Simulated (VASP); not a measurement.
# Ru (Immm) in VASP: further runs

Ru is run at these levels: PBEsol; tasks: single point.

Everything below comes from runs of VASP 6.6.1. Logs are shortened: lines on timing, memory, paths and dates and some standing lists are left out, and cuts for length are marked.

### 1 The cell of the first run

Symmetry: Immm, No. 71, orthorhombic system. Conventional cell: a = 2.654 Å, b = 2.762 Å, c = 3.830 Å, α = 90.00°, β = 90.00°, γ = 90.00°. Ru (site symmetry mmm) has 12 Ru at 2.65 to 2.76 Å within 3.5 Å.

### 2 Single point, PBEsol (strain -0.0400 x Voigt [0, 0, 0, 0, 0, 1])

The input, INCAR:

```
  PREC = Accurate
  ENCUT = 520
  EDIFF = 1E-6
  ISMEAR = 0
  SIGMA = 0.15
  LREAL = F
  LASPH = T
  NELM = 80
  ALGO = Fast
  ISIF = 2
  LWAVE = F
  LCHARG = T
  GGA = PS
  LELF = T
  LVHAR = T
  NBANDS = 13
```

The input, KPOINTS:

```
Automatic mesh
0
Gamma
  22 22 22
```

The input, POSCAR:

```
Ru
1.0
   -0.0383000000      1.9150000000      1.9150000000
    1.9150000000     -0.0383000000      1.9150000000
    1.8767000000      1.8767000000      0.0000000000
Ru
1
Direct
    0.0000000000      0.0000000000      0.0000000000
```

Potentials or basis: VASP PAW PBE potentials, release 64 (Ru_pv).

Launch:

```bash
cat potpaw_PBE.64/Ru_pv/POTCAR > POTCAR
mpirun -np 1 vasp_std > vasp.out
```

OUTCAR:

```text
PREC = Accurate
   ENCUT = 520
   EDIFF = 1E-6
   ISMEAR = 0
   LREAL = F
   LASPH = T
   NELM = 80
   ISIF = 2
   GGA = PS

 ion  position               nearest neighbor table
   1  0.000  0.000  0.000-

  LATTYP: Found a body centered orthorhombic cell.
 ALAT       =     2.6540545925
 B/A-ratio  =     1.0408163265
 C/A-ratio  =     1.4430750636

  Lattice vectors:

 A1 = (   0.0383000000,  -1.9150000000,  -1.9150000000)
 A2 = (  -0.0383000000,   1.9150000000,  -1.9150000000)
 A3 = (   1.9150000000,  -0.0383000000,   1.9150000000)

Analysis of symmetry for initial positions (statically):
=====================================================================
 Subroutine PRICEL returns:
 Original cell was already a primitive cell.

 Routine SETGRP: Setting up the symmetry group for a
 body centered orthorhombic supercell.

 Subroutine GETGRP returns: Found  8 space group operations
 (whereof  8 operations were pure point group operations)
 out of a pool of  8 trial point group operations.

The static configuration has the point symmetry D_2h.

Analysis of symmetry for dynamics (positions and initial velocities):
=====================================================================
 Subroutine PRICEL returns:
 Original cell was already a primitive cell.

 Routine SETGRP: Setting up the symmetry group for a
 body centered orthorhombic supercell.

 Subroutine GETGRP returns: Found  8 space group operations
 (whereof  8 operations were pure point group operations)
 out of a pool of  8 trial point group operations.

The dynamic configuration has the point symmetry D_2h.

 Subroutine INISYM returns: Found  8 space group operations
 (whereof  8 operations are pure point group operations),
 and found     1 'primitive' translations

----------------------------------------------------------------------------------------

                                     Primitive cell

  volume of cell :      14.0399

  direct lattice vectors                    reciprocal lattice vectors
    -0.038300000  1.915000000  1.915000000    -0.255977064  0.255977064  0.261096606
     1.915000000 -0.038300000  1.915000000     0.255977064 -0.255977064  0.261096606
     1.876700000  1.876700000  0.000000000     0.266425108  0.266425108 -0.261096606

  length of vectors
     2.708489780  2.708489780  2.654054593     0.446340624  0.446340624  0.458406058

  position of ions in fractional coordinates (direct lattice)
     0.000000000  0.000000000  0.000000000

  ion indices of the primitive-cell ions
   primitive index   ion index
                 1           1

----------------------------------------------------------------------------------------

 KPOINTS: Automatic mesh

Automatic generation of k-mesh.
 Grid dimensions read from file:
 generate k-points for:   22   22   22

 Generating k-lattice:

  Cartesian coordinates                     Fractional coordinates (reciprocal lattice)
    -0.011635321  0.011635321  0.011868028     0.045454545  0.000000000  0.000000000
     0.011635321 -0.011635321  0.011868028     0.000000000  0.045454545  0.000000000
     0.012110232  0.012110232 -0.011868028     0.000000000  0.000000000  0.045454545

  Length of vectors
     0.020288210  0.020288210  0.020836639

  Shift w.r.t. Gamma in fractional coordinates (k-lattice)
     0.000000000  0.000000000  0.000000000

 Subroutine IBZKPT returns following result:
 ===========================================

 Found   1530 irreducible k-points:

 Following reciprocal coordinates:
            Coordinates               Weight
  0.000000  0.000000  0.000000      1.000000
  0.045455 -0.000000  0.000000      4.000000
  0.090909 -0.000000  0.000000      4.000000
  0.136364  0.000000  0.000000      4.000000
  0.181818  0.000000  0.000000      4.000000
  0.227273  0.000000  0.000000      4.000000
[... 16 lines left out ...]
  0.500000  0.045455  0.000000      4.000000
 -0.454545  0.045455  0.000000      4.000000
 [... further k-points ...]
   k-points           NKPTS =   1530   k-points in BZ     NKDIM =   1530   number of bands    NBANDS=     13
   number of dos      NEDOS =    301   number of ions     NIONS =      1
   total plane-waves  NPLWV =   8000
   dimension x,y,z NGX =    20 NGY =   20 NGZ =   20
   dimension x,y,z NGXF=    40 NGYF=   40 NGZF=   40
   ions per type =               1
   NGX,Y,Z   is equivalent  to a cutoff of  12.28, 12.28, 12.53 a.u.
   NGXF,Y,Z  is equivalent  to a cutoff of  24.55, 24.55, 25.06 a.u.
 SYSTEM =  unknown system
   PREC   = accura    normal or accurate (medium, high low for compatibility)
   ISTART =      0    job   : 0-new  1-cont  2-samecut
   ICHARG =      2    charge: 1-file 2-atom 10-const
   ISPIN  =      1    spin polarized calculation?
   LNONCOLLINEAR =      F non collinear calculations
   LSORBIT =      F    spin-orbit coupling
   LASPH  =      T    aspherical Exc in radial PAW
   ENCUT  =  520.0 eV  38.22 Ry    6.18 a.u.   5.04  5.04  4.93*2*pi/ulx,y,z
   NELM   =     80;   NELMIN=  2; NELMDL= -5     # of ELM steps
   EDIFF  = 0.1E-05   stopping-criterion for ELM
   LREAL  =      F    real-space projection
   EDIFFG = 0.1E-04   stopping-criterion for IOM
   NSW    =      0    number of steps for IOM
   IBRION =     -1    ionic relax: 0-MD 1-quasi-New 2-CG
   NFREE  =      0    steps in history (QN), initial steepest desc. (CG)
   ISIF   =      2    stress and relaxation
   ISYM   =      2    0-nonsym 1-usesym 2-fastsym
   POTIM  = 0.5000    time-step for ionic-motion
   TEBEG  =    0.0;   TEEND  =   0.0 temperature during run
   PSTRESS=    0.0 pullay stress
   NELECT =      14.0000    total number of electrons
   NUPDOWN=      -1.0000    fix difference up-down
   EMIN   =  10.00;   EMAX   =-10.00  energy-range for DOS
   EFERMI =   0.00;   METHOD = LEGACY
   ISMEAR =     0;   SIGMA  =   0.15  broadening in eV -4-tet -1-fermi 0-gaus
   EFERMI_NEDOS =   21; number of points for ismear=-14 and -15
   IALGO  =     68    algorithm
   IMIX   =      4    mixing-type and parameters
     AMIX     =   0.40;   BMIX     =  1.00
     AMIX_MAG =   1.60;   BMIX_MAG =  1.00
  volume/ion in A,a.u.               =      14.04        94.75
  Fermi-wavevector in a.u.,A,eV,Ry     =   1.635548  3.090738 36.395823  2.675018
  Thomas-Fermi vector in A             =   2.727003
   LORBIT       =      0    0 simple, 1 ext, 2 COOP (PROOUT), +10 PAW based schemes
   GGA     = PS    functional components
   LHFCALC =     F    Hartree Fock is set to
   AEXX    =    0.0000 exact exchange contribution
   IVDW    =     0    specifies the selected vdW correction
   LEPSILON=     F    determine dielectric tensor
   LRPA    =     F    only Hartree local field effects (RPA)
 non-spin polarized calculation
 RMM-DIIS sequential band-by-band and
 Gauss-broadening in eV      SIGMA  =   0.15
  energy-cutoff  :      520.00
  volume of cell :       14.04
 maximum number of plane-waves:       393
   NGX = 11   NGY = 11   NGZ =  9

 number of electron      14.0000000 magnetization

 Free energy of the ion-electron system (eV)
  ---------------------------------------------------
  ext. energy  EPLUGINS =         0.00000000
  ---------------------------------------------------
  free energy    TOTEN  =       -10.01203631 eV

  energy without entropy =      -10.00056171  energy(sigma->0) =      -10.00629901

 E-fermi :  12.0140     XC(G=0): -14.0721

 val. band max:       12.0117315238   @ k =  -0.3182   0.4091   0.0909
 cond. band min:      12.0141824895   @ k =  -0.0455  -0.0000   0.1818
 fundamental gap:      0.0024509656
 Fermi energy:        12.0140136540

 k-point     1 :       0.0000    0.0000    0.0000
  band No.  band energies     occupation
      1     -30.3899      2.00000
      2     -30.3578      2.00000
      3     -30.3212      2.00000
      4       4.2284      2.00000
      5       9.2730      2.00000
      6       9.5013      2.00000
      7       9.8383      2.00000
      8      11.9091      1.67731
      9      11.9169      1.64010
     10      22.4485      0.00000
     11      27.0405      0.00000
     12      32.0085      0.00000
     13      32.6140      0.00000

 k-point     2 :       0.0455   -0.0000    0.0000
  band No.  band energies     occupation
      1     -30.4047      2.00000
      2     -30.3647      2.00000
      3     -30.3238      2.00000
      4       4.3119      2.00000
      5       9.2583      2.00000
      6       9.5049      2.00000
      7       9.8723      2.00000
      8      11.8923      1.74884
      9      11.8980      1.72606
     10      22.4485      0.00000
     11      27.1734      0.00000
     12      31.7162      0.00000
     13      32.6356      0.00000

 k-point     3 :       0.0909   -0.0000    0.0000
  band No.  band energies     occupation
      1     -30.4570      2.00000
      2     -30.3752      2.00000
      3     -30.3315      2.00000
      4       4.5550      2.00000
      5       9.1878      2.00000
      6       9.5466      2.00000
      7       9.9651      2.00000
      8      11.8529      1.87124
      9      11.8532      1.87060
     10      22.4484      0.00000
     11      27.5487      0.00000
     12      30.8279      0.00000
     13      32.9827      0.00000
[... 305 lines left out ...]
 k-point    23 :       0.5000    0.0455    0.0000
  band No.  band energies     occupation
      1     -31.2914      2.00000
      2     -30.4837      2.00000
      3     -30.4539      2.00000
      4       6.2148      2.00000
      5       9.1844      2.00000
      6       9.7845      2.00000
      7      12.1448      0.21771
      8      13.7695      0.00000
      9      14.0800      0.00000
     10      21.3631      0.00000
     11      22.4573      0.00000
     12      26.9368      0.00000
     13      32.5803      0.00000

 k-point    24 :      -0.4545    0.0455    0.0000
  band No.  band energies     occupation
      1     -31.2832      2.00000
      2     -30.4867      2.00000
      3     -30.4499      2.00000
      4       6.2218      2.00000
      5       9.1956      2.00000
      6       9.7848      2.00000
      7      12.1310      0.27024
      8      13.6626      0.00000
      9      14.0364      0.00000
     10      21.4944      0.00000
     11      22.4583      0.00000
     12      26.9726      0.00000
     13      32.4721      0.00000

 [... further k-points ...]

------------------------ aborting loop because EDIFF is reached ----------------------------------------

  FORCE on cell =-STRESS in cart. coord.  units (eV):
  Direction    XX          YY          ZZ          XY          YZ          ZX
  --------------------------------------------------------------------------------------
  -------------------------------------------------------------------------------------
  Total       -1.2361438     -1.2361438     -1.2856556      0.8269565      0.0000000      0.0000000
  in kB     -141.0642666   -141.0642666   -146.7143719     94.3692869      0.0000000      0.0000000
  external PRESSURE =    -142.9476350 kB  Pullay stress =       0.0000000 kB

 VOLUME and BASIS-vectors are now :
 -----------------------------------------------------------------------------
  energy-cutoff  :      520.00
  volume of cell :       14.04
      direct lattice vectors                 reciprocal lattice vectors
    -0.038300000  1.915000000  1.915000000    -0.255977064  0.255977064  0.261096606
     1.915000000 -0.038300000  1.915000000     0.255977064 -0.255977064  0.261096606
     1.876700000  1.876700000  0.000000000     0.266425108  0.266425108 -0.261096606

 POSITION                                       TOTAL-FORCE (eV/Angst)
 -----------------------------------------------------------------------------------
      0.00000      0.00000      0.00000         0.000000      0.000000      0.000000
 -----------------------------------------------------------------------------------
    total drift:                                0.000000     -0.000000      0.000000

  FREE ENERGIE OF THE ION-ELECTRON SYSTEM (eV)
  ---------------------------------------------------
  free  energy   TOTEN  =       -10.0120363093 eV

  energy  without entropy=      -10.0005617074  energy(sigma->0) =      -10.00629901
```

It took 83 s on 1 thread of Intel Xeon 6975P-C (Granite Rapids), shared host; peak memory 0.35 GiB.

What came out:

```
Free energy            : -10.0120 eV
Pressure               : -14.3 GPa
Band gap on the k mesh : zero (bands 7 and 8 overlap by 3.54 eV)
```

Stress tensor (GPa, compression positive):
```
-14.11   9.44   0.00
  9.44 -14.11   0.00
  0.00   0.00 -14.67
```

Caveat: the cell differs from its parent crystal (strain -0.0400 x Voigt [0, 0, 0, 0, 0, 1]); the cell stands under tension; the PAW data sets were made with another functional, which shifts forces and pressure a little.

### 3 Single point, PBEsol (strain +0.0300 x Voigt [0, 0, 0, 0, 0, 1])

The input, INCAR:

```
SYSTEM = Ru
  ALGO = Fast
  EDIFF = 1E-6
  ENCUT = 520
  GGA = PS
  ISIF = 2
  ISMEAR = 0
  LASPH = .TRUE.
  LCHARG = .TRUE.
  LELF = .TRUE.
  LREAL = .FALSE.
  LVHAR = .TRUE.
  LWAVE = .FALSE.
  NBANDS = 13
  NELM = 100
  PREC = Accurate
  SIGMA = 0.15
```

The input, KPOINTS:

```
k-points
0
G
  22 22 22
  0 0 0
```

The input, POSCAR:

```
Ru
1.0
    0.0287250000      1.9150000000      1.9150000000
    1.9150000000      0.0287250000      1.9150000000
    1.9437250000      1.9437250000      0.0000000000
Ru
1
Direct
    0.0000000000      0.0000000000      0.0000000000
```

Potentials or basis: VASP PAW PBE potentials, release 64 (Ru_pv).

Launch:

```bash
cat potpaw_PBE.64/Ru_pv/POTCAR > POTCAR
mpirun -np 1 vasp_std > vasp.out
```

Wall time 84 s (1 thread of Intel Xeon 6975P-C (Granite Rapids), shared host); peak memory 0.35 GiB.

The run converged. Its results:

```yaml
Free_energy: -10.0191 eV
Pressure: -14.6 GPa
Band_gap_on_the_k_mesh: zero (bands 7 and 8 overlap by 3.49 eV)
```

Stress tensor (GPa, compression positive):
```
-14.45  -7.10   0.00
 -7.10 -14.45   0.00
  0.00   0.00 -14.76
```

Levels at points of the mesh, in eV from the Fermi level:
```csv
k point,band 5,band 6,band 7,band 8,band 9,band 10
"(0.00, 0.00, 0.00)",-2.67,-2.49,-2.25,-0.11,-0.10,10.43
"(0.50, 0.00, 0.00)",-2.78,-2.44,1.11,1.60,1.81,9.85
"(0.50, 0.50, 0.00)",-5.66,1.63,2.15,2.16,3.50,10.43
"(0.00, 0.00, 0.50)",-2.72,-2.36,0.79,1.51,1.73,9.41
"(0.50, 0.00, 0.50)",-5.65,1.59,2.14,2.19,3.51,10.43
```

Caveat: the cell differs from its parent crystal (strain +0.0300 x Voigt [0, 0, 0, 0, 0, 1]); the cell stands under tension; the PAW data sets were made with another functional, which shifts forces and pressure a little.

### 4 Single point, PBEsol (strain -0.0200 x Voigt [0, 0, 0, 0, 0, 1])

The input, INCAR:

```
PREC = Accurate
ENCUT = 520
EDIFF = 1E-7
ISMEAR = 0
SIGMA = 0.15
LREAL = F
LASPH = T
NELM = 80
ALGO = Fast
ISIF = 2
LWAVE = F
LCHARG = F
GGA = PS
NBANDS = 13
```

The input, KPOINTS:

```
Automatic mesh
0
Gamma
  22 22 22
```

The input, POSCAR:

```
Ru
1.0
   -0.0191500000      1.9150000000      1.9150000000
    1.9150000000     -0.0191500000      1.9150000000
    1.8958500000      1.8958500000      0.0000000000
Ru
1
Direct
    0.0000000000      0.0000000000      0.0000000000
```

Launch:

```bash
cat potpaw_PBE.64/Ru_pv/POTCAR > POTCAR
mpirun -np 1 vasp_std > vasp.out
```

It took 89 s on 1 thread of Intel Xeon 6975P-C (Granite Rapids), shared host; peak memory 0.35 GiB.

The run converged. Its results:

```
Free energy            : -10.0241 eV
Pressure               : -14.7 GPa
Band gap on the k mesh : zero (bands 7 and 8 overlap by 3.44 eV)
```

Stress tensor (GPa, compression positive):
```
-14.63   4.75   0.00
  4.75 -14.63   0.00
  0.00   0.00 -14.77
```

Levels at points of the mesh, in eV from the Fermi level:
```
           k point  band 4  band 5  band 6  band 7  band 8  band 9  band 10  band 11
(0.00, 0.00, 0.00)   -7.78   -2.60   -2.47   -2.32   -0.11   -0.11    10.43    15.04
(0.50, 0.00, 0.00)   -5.86   -2.67   -2.43    0.85    1.56    1.71     9.48    10.45
(0.50, 0.50, 0.00)   -6.11   -5.65    1.63    2.15    2.16    3.51    10.43    12.82
(0.00, 0.00, 0.50)   -5.85   -2.71   -2.48    1.06    1.62    1.76     9.78    10.45
(0.50, 0.00, 0.50)   -6.11   -5.65    1.61    2.15    2.17    3.51    10.43    13.17
```

Caveat: the cell differs from its parent crystal (strain -0.0200 x Voigt [0, 0, 0, 0, 0, 1]); the cell stands under tension; the PAW data sets were made with another functional, which shifts forces and pressure a little.

### 5 Overview

| cell | further INCAR settings | gap on the mesh (eV) | pressure (GPa) |
| --- | --- | --- | --- |
| a = 2.708, b = 2.708, c = 2.654 Å, angles 60.7, 60.7, 61.3°, 1 atom | ALGO = Fast; EDIFF = 1e-06; NBANDS = 13 | none | -14.3 |
| a = 2.708, b = 2.708, c = 2.749 Å, angles 59.5, 59.5, 59.0°, 1 atom | ALGO = Fast; EDIFF = 1e-06; NBANDS = 13 | none | -14.6 |
| a = 2.708, b = 2.708, c = 2.681 Å, angles 60.3, 60.3, 60.7°, 1 atom | ALGO = Fast; EDIFF = 1e-07; NBANDS = 13 | none | -14.7 |

Alike in all rows: task single point; level PBEsol; potentials or basis VASP PAW PBE potentials, release 64 (Ru_pv); no spin polarisation; k mesh 22 × 22 × 22; cutoff (eV) 520; smearing gaussian 0.15 eV.

Caveats: the cell stands under tension; the PAW data sets were made with another functional, which shifts forces and pressure a little.

Absolute energies hang on the potentials; compare differences alone.
